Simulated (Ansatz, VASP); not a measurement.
# B5N: VASP beside Ansatz

```
CELL_PARAMETERS angstrom
4.03727 0.00000 0.00000
-2.01863 3.49638 0.00000
0.00000 0.00000 2.90165
ATOMIC_POSITIONS crystal
B 0.33333 0.66667 0.00000
B 0.66667 0.33333 0.00000
B 0.50000 0.00000 0.50000
B 0.50000 0.50000 0.50000
B 0.00000 0.50000 0.50000
N 0.00000 0.00000 0.00000
```

Change from the starting cell: species swapped into the GdCu5 type (P6/mmm, No. 191).

Alike in both runs: task single point; functional PBE; k mesh 6 × 6 × 6; occupations gaussian, width 0.1 eV; collinear spin.

|  | VASP | Ansatz |
| --- | --- | --- |
| version | VASP 6.6.1 | Ansatz 0.2.0 |
| potentials or method | VASP PAW PBE potentials, release 64 (B, N), cutoff 520 eV | scalar-relativistic, plane waves, PAW |
| valence electrons in the cell | 20 | 20 |

|  | VASP | Ansatz | Ansatz less VASP |
| --- | --- | --- | --- |
| gap on the k mesh at the Fermi level (eV) | none | none | - |
| pressure (GPa) | 0.4 | 0.5 | +0.12 |
| traceless stress, the component that is largest in VASP (GPa) | -0.91 | -0.98 | -0.063 |
| net moment per atom (μB) | 0.09 | 0.09 | 0.000 |
| size of the moment on the site where the two differ most (μB) | 0.42 | 0.51 | +0.090 |

Site moments also hang on the region over which each program counts them. A gap of «none» marks a metal or a gap that the smearing closes.

The k mesh is coarse, so the values compare programs but aren't converged.
